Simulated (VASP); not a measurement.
Runs of VASP 6.6.1 on Pt. The structure is that of space group Fm-3m (No. 225), or close to it. The cells are those of the table. 

```tsv
cell	k mesh	gap on the mesh (eV)	pressure (GPa)	moment (μB)
a = 2.844 Å, angles 60.0°, 1 atom	22 × 22 × 22	none	-9.1	0.00
a = 2.730 Å, angles 60.0°, 1 atom	22 × 22 × 22	none	(a)	0.00
a = 2.807 Å, angles 60.0°, 1 atom	14 × 14 × 14	none	-0.5	0.00
a = 2.769 Å, angles 60.0°, 1 atom	22 × 22 × 22	none	10.9	0.00
a = 2.807 Å, angles 60.0°, 1 atom	22 × 22 × 22	none	(b)	0.00
```

Alike in all rows: task single point; level PBE; potentials or basis VASP PAW PBE potentials, release 64 (Pt); spin collinear; cutoff (eV) 520; smearing fermi-dirac 0.05 eV.

Fill in the values left out.

(a) 25.5; (b) -0.4.

Caveats: spin-orbit coupling is left out, which moves the levels of the heavy elements; the cell stands under pressure (at least some runs); the cell stands under tension (at least some runs).

A k mesh can miss the band edges, and the runs leave out spin-orbit coupling on Pt.

A gap of «none» marks levels without a gap at the run's occupations.
